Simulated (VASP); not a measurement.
# LiSb3 (Pm-3m) in VASP: notebook, part 2 of 2

VASP 6.6.1.

### 4 Single point, RPBE

This run uses another cell than the first one, of 27.69 Å³/atom, 1.080 times its volume.

INCAR

```
ALGO = Normal
EDIFF = 1E-6
ENCUT = 520
GGA = RP
ISIF = 2
ISMEAR = -1
LASPH = T
LCHARG = T
LELF = T
LREAL = F
LVHAR = T
LWAVE = F
NBANDS = 17
NELM = 60
PREC = Accurate
SIGMA = 0.05
```

KPOINTS

```
k-points
0
Gamma
  4 4 4
```

POSCAR

```
LiSb3
1.0
    4.8026589635      0.0000000000      0.0000000000
    0.0000000000      4.8026589635      0.0000000000
    0.0000000000      0.0000000000      4.8026589635
Li Sb
1 3
Direct
    0.0000000000      0.0000000000      0.0000000000
    0.5000000000      0.0000000000      0.5000000000
    0.0000000000      0.5000000000      0.5000000000
    0.5000000000      0.5000000000      0.0000000000
```

Potentials or basis: VASP PAW PBE potentials, release 64 (Li_sv, Sb).

On the command line:

```sh
> cat potpaw_PBE.64/Li_sv/POTCAR potpaw_PBE.64/Sb/POTCAR > POTCAR
> mpirun -np 1 vasp_std > vasp.out
```

OUTCAR:

```text
EDIFF = 1E-6
   ENCUT = 520
   GGA = RP
   ISIF = 2
   ISMEAR = -1
   LASPH = T
   LREAL = F
   NELM = 60
   PREC = Accurate

 ion  position               nearest neighbor table
   1  0.000  0.000  0.000-
   2  0.500  0.000  0.500-   3 3.40   4 3.40   4 3.40   3 3.40   4 3.40   4 3.40   3 3.40   3 3.40

   3  0.000  0.500  0.500-   2 3.40   4 3.40   4 3.40   2 3.40   2 3.40   4 3.40   4 3.40   2 3.40

[... 384 lines left out ...]
  Direction    XX          YY          ZZ          XY          YZ          ZX
  --------------------------------------------------------------------------------------
  -------------------------------------------------------------------------------------
  Total       -1.5743419     -1.5743419     -1.5743419      0.0000000     -0.0000000      0.0000000
  in kB      -22.7700717    -22.7700717    -22.7700717      0.0000000     -0.0000000      0.0000000
  external PRESSURE =     -22.7700717 kB  Pullay stress =       0.0000000 kB

 VOLUME and BASIS-vectors are now :
 -----------------------------------------------------------------------------
  energy-cutoff  :      520.00
  volume of cell :      110.78
      direct lattice vectors                 reciprocal lattice vectors
     4.802658963  0.000000000  0.000000000     0.208217991  0.000000000  0.000000000
     0.000000000  4.802658963  0.000000000     0.000000000  0.208217991  0.000000000
     0.000000000  0.000000000  4.802658963     0.000000000  0.000000000  0.208217991

 POSITION                                       TOTAL-FORCE (eV/Angst)
 -----------------------------------------------------------------------------------
      0.00000      0.00000      0.00000         0.000000      0.000000      0.000000
      2.40133      0.00000      2.40133         0.000000      0.000000      0.000000
      0.00000      2.40133      2.40133         0.000000      0.000000      0.000000
      2.40133      2.40133      0.00000         0.000000      0.000000      0.000000
 -----------------------------------------------------------------------------------
    total drift:                               -0.000000      0.000000      0.000000

  FREE ENERGIE OF THE ION-ELECTRON SYSTEM (eV)
  ---------------------------------------------------
  free  energy   TOTEN  =       -13.1608940340 eV

  energy  without entropy=      -13.1193610907  energy(sigma->0) =      -13.14012756
```

OSZICAR:

```text
N       E                     dE             d eps       ncg     rms          rms(c)
DAV:   1     0.670266365578E+02    0.67027E+02   -0.55774E+03   340   0.889E+02
DAV:   2    -0.831270786006E+01   -0.75339E+02   -0.71719E+02   455   0.153E+02
DAV:   3    -0.130146739887E+02   -0.47020E+01   -0.46586E+01   449   0.375E+01
DAV:   4    -0.131874568542E+02   -0.17278E+00   -0.17254E+00   565   0.634E+00
DAV:   5    -0.131888700700E+02   -0.14132E-02   -0.14130E-02   442   0.605E-01    0.303E+00
DAV:   6    -0.131656689327E+02    0.23201E-01   -0.23909E-02   405   0.842E-01    0.176E+00
DAV:   7    -0.131612099787E+02    0.44590E-02   -0.27490E-02   372   0.905E-01    0.130E-01
DAV:   8    -0.131608760969E+02    0.33388E-03   -0.32021E-03   468   0.300E-01    0.538E-02
DAV:   9    -0.131609035866E+02   -0.27490E-04   -0.27378E-04   453   0.108E-01    0.505E-02
DAV:  10    -0.131608966421E+02    0.69445E-05   -0.12752E-05   506   0.215E-02    0.572E-03
DAV:  11    -0.131608946445E+02    0.19976E-05   -0.60010E-07   308   0.484E-03    0.164E-03
DAV:  12    -0.131608940340E+02    0.61057E-06   -0.20502E-07   228   0.300E-03
   1 F= -.13160894E+02 E0= -.13140128E+02  d E =-.415329E-01
```

Wall time 42 s (1 thread of AMD EPYC 7R13, shared host); peak memory 0.18 GiB.

Results:

```yaml
Free_energy: -13.1609 eV
Band_gap_on_the_k_mesh: zero (band 9 reaches 7.57 eV, above the bottom of band 10 at 5.26 eV)
```

Caveat: the cutoff is under 1.25 times the usual one of these potentials, so pressure, stress and relaxed cells hold a basis-set (Pulay) error; the PAW data sets were made with another functional, which shifts forces and pressure a little; spin-orbit coupling is left out, which moves the levels of the heavy elements.

### 5 Single point, RPBE

This run uses another cell than the first one, of 28.72 Å³/atom, 1.120 times its volume.

Changes to INCAR since step 4:

```diff
@@ -1,3 +1,3 @@
 ALGO = Normal
-EDIFF = 1E-6
+EDIFF = 1E-7
 ENCUT = 520
@@ -13,3 +13,3 @@
 NBANDS = 17
-NELM = 60
+NELM = 100
 PREC = Accurate
```

KPOINTS is that of step 4.

POSCAR

```
LiSb3
1.0
    4.8612337481      0.0000000000      0.0000000000
    0.0000000000      4.8612337481      0.0000000000
    0.0000000000      0.0000000000      4.8612337481
Li Sb
1 3
Direct
    0.0000000000      0.0000000000      0.0000000000
    0.5000000000      0.0000000000      0.5000000000
    0.0000000000      0.5000000000      0.5000000000
    0.5000000000      0.5000000000      0.0000000000
```

On the command line:

```sh
> cat potpaw_PBE.64/Li_sv/POTCAR potpaw_PBE.64/Sb/POTCAR > POTCAR
> mpirun -np 1 vasp_std > vasp.out
```

It took 45 s on 1 thread of AMD EPYC 7R13, shared host; peak memory 0.18 GiB.

It converged, with:

- Free energy: -13.0882 eV
- Band gap on the k mesh: zero (band 9 reaches 7.15 eV, above the bottom of band 10 at 4.92 eV)

Levels at points of the mesh, in eV from the Fermi level:
| k point | band 4 | band 5 | band 6 | band 7 | band 8 | band 9 | band 10 | band 11 | band 12 | band 13 |
| --- | --- | --- | --- | --- | --- | --- | --- | --- | --- | --- |
| (0.00, 0.00, 0.00) | -7.23 | -3.55 | -3.55 | -3.55 | 0.86 | 0.86 | 0.86 | 1.18 | 2.57 | 2.57 |
| (0.50, 0.00, 0.00) | -7.06 | -2.53 | -2.53 | -1.18 | -1.16 | -1.16 | -0.66 | -0.42 | 2.38 | 2.38 |
| (0.50, 0.50, 0.00) | -9.02 | -4.17 | -2.24 | -1.05 | -0.76 | -0.76 | -0.73 | -0.73 | 3.13 | 3.36 |
| (0.50, 0.50, 0.50) | -8.69 | -5.22 | -3.94 | -3.94 | -3.94 | 0.85 | 3.56 | 3.56 | 3.85 | 3.85 |

Caveat: the cutoff is under 1.25 times the usual one of these potentials, so pressure, stress and relaxed cells hold a basis-set (Pulay) error; the PAW data sets were made with another functional, which shifts forces and pressure a little; spin-orbit coupling is left out, which moves the levels of the heavy elements.

### 6 Summary

```tsv
cell	gap on the mesh (eV)
a = 4.681 Å, 4 atoms	none
a = 4.743 Å, 4 atoms	none
a = 4.803 Å, 4 atoms	none
a = 4.861 Å, 4 atoms	none
```

Alike in all rows: task single point; level RPBE; potentials or basis VASP PAW PBE potentials, release 64 (Li_sv, Sb); no spin polarisation; k mesh 4 × 4 × 4; cutoff (eV) 520; smearing fermi-dirac 0.05 eV.

Caveats: the cutoff is under 1.25 times the usual one of these potentials, so pressure, stress and relaxed cells hold a basis-set (Pulay) error; the PAW data sets were made with another functional, which shifts forces and pressure a little; spin-orbit coupling is left out, which moves the levels of the heavy elements.

Total energies depend on the potentials used, so only differences within one code and one set of settings carry meaning.
